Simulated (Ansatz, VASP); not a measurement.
Two plane-wave programs on InPd

INCAR

```
SYSTEM = InPd
ALGO = Normal
EDIFF = 1E-8
ENCUT = 470
GGA = PE
GGA_COMPAT = .False.
ISIF = 2
ISMEAR = -1
LASPH = .True.
LCHARG = .False.
LEFG = .True.
LREAL = .False.
LWAVE = .False.
NBANDS = 22
NELM = 120
PREC = Accurate
SIGMA = 0.05
```

Contents of KPOINTS:

```
k-points
0
Gamma
  9 9 9
  0 0 0
```

The input POSCAR:

```
InPd
1.0
    3.2718847800      0.0000000000      0.0000000000
    0.0000000000      3.2718847800      0.0000000000
    0.0000000000      0.0000000000      3.2718847800
In Pd
1 1
Direct
   -0.0750000000     -0.0750000000     -0.0750000000
    0.5750000000      0.5750000000      0.5750000000
```

Input for Ansatz:

```yaml
crystal:
  lattice:
    - [3.27188478, 0.0, 0.0]
    - [0.0, 3.27188478, 0.0]
    - [0.0, 0.0, 3.27188478]
  atoms:
    - { symbol: In, position: [-0.075, -0.075, -0.075] }
    - { symbol: Pd, position: [0.575, 0.575, 0.575] }
kpoints:
  mp_grid: { grid: [9, 9, 9] }
scf:
  occupations: { method: fermi_dirac, width: 0.05 }
hamiltonian:
  xc: pbe
  pseudopotentials: { kind: paw }
output:
  forces: true
  stress: true
  eigenvalues: true
  efg: { contact_densities: true }
  populations: true
  write_density: true
  write_potential: true
  elf: true
  volumetric_format: npy
```

Change from the starting cell: shortest bond scaled by 0.7, PAW files.

Alike in both runs: task electric field gradients; functional PBE; k mesh 9 × 9 × 9; occupations fermi-dirac, width 0.05 eV; no spin polarisation.

|  | VASP | Ansatz |
| --- | --- | --- |
| version | VASP 6.6.1 | Ansatz 0.2.0 |
| potentials or method | VASP PAW PBE potentials, release 64 (In_d, Pd_sv_GW) | PAW with Ansatz's default frozen-core files, scalar-relativistic |
| plane-wave cutoff (eV) | 470 | 420 |
| valence electrons in the cell | 31 | 31 |

```csv
,VASP,Ansatz,Ansatz less VASP
rms of the force components (eV/Å),10.584,10.540,-0.0443
size of Vzz on the site where it differs most (V/Å²),102.5,13.1,-89.44
```

Atom by atom the forces differ by 0.044 eV/Å (rms over components). The functional is the same, so the differences come from potentials, cutoffs and numerics.

Noted on VASP's run: the cell as given lies far from equilibrium.
